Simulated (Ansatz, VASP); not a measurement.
# Two plane-wave programs on Pb

Contents of INCAR:

```
SYSTEM = Pb
PREC     = Accurate       ! precision mode
ENCUT    = 520            ! plane-wave cutoff, eV
EDIFF    = 1E-6           ! SCF threshold, eV
ISMEAR   = -1             ! smearing method
SIGMA    = 0.1            ! smearing width, eV
LREAL    = .FALSE.        ! projectors in reciprocal space
LASPH    = .TRUE.         ! aspherical terms in the spheres
NELM     = 60             ! most SCF steps
ALGO     = Normal         ! electronic algorithm
ISIF     = 2              ! what is computed and relaxed
LWAVE    = .FALSE.        ! write WAVECAR
LCHARG   = .TRUE.         ! write CHGCAR
GGA      = PE             ! functional
LELF     = .TRUE.         ! ELF
LVHAR    = .TRUE.       
NBANDS   = 28             ! bands
```

File KPOINTS:

```
Automatic mesh
0
G
  7 7 10
  0 0 0
```

Contents of POSCAR:

```
Pb
1.0
    5.6183335270      0.0000000000      0.0000000000
   -2.8091667635      4.8656195613      0.0000000000
    0.0000000000      0.0000000000      3.3952490566
Pb
3
Direct
    0.0000000000      0.0000000000      0.0000000000
    0.3333333333      0.6666666667      0.5000000000
    0.6666666667      0.3333333333      0.5000000000
```

Input for Ansatz:

```yaml
crystal:
  lattice:
    - [5.618333527, 0.0, 0.0]
    - [-2.8091667635, 4.8656195613, 0.0]
    - [0.0, 0.0, 3.3952490566]
  atoms:
    - { symbol: Pb, position: [0.0, 0.0, 0.0] }
    - { symbol: Pb, position: [0.3333333333, 0.6666666667, 0.5] }
    - { symbol: Pb, position: [0.6666666667, 0.3333333333, 0.5] }
hamiltonian:
  xc: pbe
  pseudopotentials:
    kind: paw
    azcp:
      Pb: "pseudopotentials/Pb.paw.azcp"
basis:
  ecutwfc: 420
  fft_grid_basis: typed
kpoints:
  mp_grid: { grid: [7, 7, 10], shift: [0, 0, 0] }
magnetization:
  spin_polarized: false
scf:
  occupations: { method: fermi_dirac, width: 0.1 }
  lower_state_search: "off"
output:
  stress: true
```

Alike in both runs: task single point; functional PBE; k mesh 7 × 7 × 10; occupations fermi-dirac, width 0.1 eV; no spin polarisation.

|  | VASP | Ansatz |
| --- | --- | --- |
| version | VASP 6.6.1 | Ansatz 0.2.0 |
| potentials or method | VASP PAW PBE potentials, release 64 (Pb_d), cutoff 520 eV | plane waves (420 eV) with PAW, scalar-relativistic |
| valence electrons in the cell | 42 | 42 |

|  | VASP | Ansatz | Ansatz less VASP |
| --- | --- | --- | --- |
| pressure (GPa) | 1.7 | 1.8 | +0.09 |
| traceless stress, the component that is largest in VASP (GPa) | -0.47 | -0.47 | +0.004 |

Neither program's run includes spin-orbit coupling.
